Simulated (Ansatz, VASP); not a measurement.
**ZnS in VASP and in Ansatz**

Contents of INCAR:

```
  PREC = Accurate
  ENCUT = 520
  EDIFF = 1E-7
  ISMEAR = -1
  SIGMA = 0.05
  LREAL = F
  LASPH = T
  NELM = 60
  ALGO = Normal
  ISIF = 2
  LWAVE = F
  LCHARG = T
  GGA = PE
  IVDW = 12
  LELF = T
  LVHAR = T
  NBANDS = 46
```

Contents of KPOINTS:

```
Automatic mesh
0
Gamma
  8 8 3
```

Contents of POSCAR:

```
ZnS
1.0
    3.8480166318      0.0000000000      0.0000000000
   -1.9240083159      3.3324801573      0.0000000000
    0.0000000000      0.0000000000     12.6029163237
Zn S
4 4
Direct
    0.6666666667      0.3333333333      0.7500000000
    0.3333333333      0.6666666667      0.2500000000
    0.0000000000      0.0000000000      0.5000000000
    0.0000000000      0.0000000000      0.0000000000
    0.6666666667      0.3333333333      0.9375000000
    0.3333333333      0.6666666667      0.4375000000
    0.0000000000      0.0000000000      0.6875000000
    0.0000000000      0.0000000000      0.1875000000
```

input.yaml

```yaml
crystal:
  lattice:
    - [3.8480166318, 0.0, 0.0]
    - [-1.9240083159, 3.3324801573, 0.0]
    - [0.0, 0.0, 12.6029163237]
  atoms:
    - { symbol: Zn, position: [0.6666666667, 0.3333333333, 0.75] }
    - { symbol: Zn, position: [0.3333333333, 0.6666666667, 0.25] }
    - { symbol: Zn, position: [0.0, 0.0, 0.5] }
    - { symbol: Zn, position: [0.0, 0.0, 0.0] }
    - { symbol: S, position: [0.6666666667, 0.3333333333, 0.9375] }
    - { symbol: S, position: [0.3333333333, 0.6666666667, 0.4375] }
    - { symbol: S, position: [0.0, 0.0, 0.6875] }
    - { symbol: S, position: [0.0, 0.0, 0.1875] }
hamiltonian:
  xc: pbe
  pseudopotentials: { kind: paw }
  dispersion: d3bj
kpoints:
  mp_grid: { grid: [8, 8, 3] }
scf:
  occupations: { method: fermi_dirac, width: 0.05 }
output:
  forces: true
  stress: true
  eigenvalues: true
```

Alike in both runs: task single point; functional PBE; dispersion D3(BJ); k mesh 8 × 8 × 3; occupations fermi-dirac, width 0.05 eV; no spin polarisation.

|  | VASP | Ansatz |
| --- | --- | --- |
| version | VASP 6.6.1 | Ansatz 0.2.0 |
| potentials or method | VASP PAW PBE potentials, release 64 (Zn, S) | Ansatz PAW |
| plane-wave cutoff (eV) | 520 | 420 |
| valence electrons in the cell | 72 | 72 |

Ansatz gave:

* gap on the k mesh at the Fermi level (eV): 2.04
* least direct gap on the mesh (eV): 2.04
* pressure (GPa): -2.7
* traceless stress, the component that is largest in VASP (GPa): -0.08
* rms of the force components (eV/Å): 0.014

Q: What did VASP give for the same quantities?

A: gap on the k mesh at the Fermi level (eV): 2.04; least direct gap on the mesh (eV): 2.04; pressure (GPa): -2.6; traceless stress, the component that is largest in VASP (GPa): -0.07; rms of the force components (eV/Å): 0.014.

Atom by atom the forces differ by 0.000 eV/Å (rms over components).

Noted on Ansatz's run: odd divisions of the mesh miss points on the zone boundary, where band edges often lie, so the gap on the mesh can be too wide.
